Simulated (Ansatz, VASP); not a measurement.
**Two plane-wave programs on ZnSe**

File INCAR:

```
SYSTEM = ZnSe
  ALGO = Normal
  EDIFF = 1E-6
  ENCUT = 520
  ISIF = 2
  ISMEAR = 0
  LASPH = .True.
  LCHARG = .True.
  LELF = .True.
  LREAL = .False.
  LVHAR = .True.
  LWAVE = .False.
  NBANDS = 26
  NELM = 60
  PREC = Accurate
  SIGMA = 0.05
```

The input KPOINTS:

```
k-points
0
Gamma
  8 8 6
  0 0 0
```

The input POSCAR:

```
ZnSe
1.0
    3.9227000000      0.0000000000      0.0000000000
    0.0000000000      3.9227000000      0.0000000000
    0.0000000000      0.0000000000      4.9408000000
Zn Se
2 2
Direct
    0.0000000000      0.0000000000      0.0000000000
    0.5000000000      0.5000000000      0.0000000000
    0.0000000000      0.5000000000      0.2797006019
    0.5000000000      0.0000000000      0.7202993981
```

Input for Ansatz:

```yaml
crystal:
  lattice:
    - [3.9227, 0.0, 0.0]
    - [0.0, 3.9227, 0.0]
    - [0.0, 0.0, 4.9408]
  atoms:
    - { symbol: Zn, position: [0.0, 0.0, 0.0] }
    - { symbol: Zn, position: [0.5, 0.5, 0.0] }
    - { symbol: Se, position: [0.0, 0.5, 0.2797006019] }
    - { symbol: Se, position: [0.5, 0.0, 0.7202993981] }
basis:
  ecutwfc: 520.0
kpoints:
  mp_grid: { grid: [8, 8, 6] }
hamiltonian:
  xc: lda
  pseudopotentials: { kind: paw, azcp: { folder: soft_1 } }
scf:
  occupations: { method: gaussian, width: 0.05 }
output:
  forces: true
  stress: true
  eigenvalues: true
```

Alike in both runs: task single point; functional LDA; k mesh 8 × 8 × 6; occupations gaussian, width 0.05 eV; no spin polarisation.

```csv
,VASP,Ansatz
version,VASP 6.6.1,Ansatz 0.2.0
potentials or method,"VASP PAW LDA potentials, release 64 (Zn, Se), cutoff 520 eV","scalar-relativistic, plane waves, PAW"
valence electrons in the cell,36,56
```

|  | VASP | Ansatz | Ansatz less VASP |
| --- | --- | --- | --- |
| gap on the k mesh at the Fermi level (eV) | 1.33 | 1.33 | -0.001 |
| least direct gap on the mesh (eV) | 1.33 | 1.33 | -0.001 |
| pressure (GPa) | 8.6 | 8.0 | -0.55 |
| traceless stress, the component that is largest in VASP (GPa) | 0.39 | 0.45 | +0.061 |
| rms of the force components (eV/Å) | 0.527 | 0.492 | -0.0351 |

Ansatz warns that its potentials were made for another functional, while VASP's fit it. LDA's correlation is that of Perdew and Zunger in VASP and of Perdew and Wang (1992) in Ansatz. Atom by atom the forces differ by 0.035 eV/Å (rms over components). VASP's potentials hold 36 valence electrons a cell and Ansatz's 56, so a difference there can come from the potentials and not from the codes.
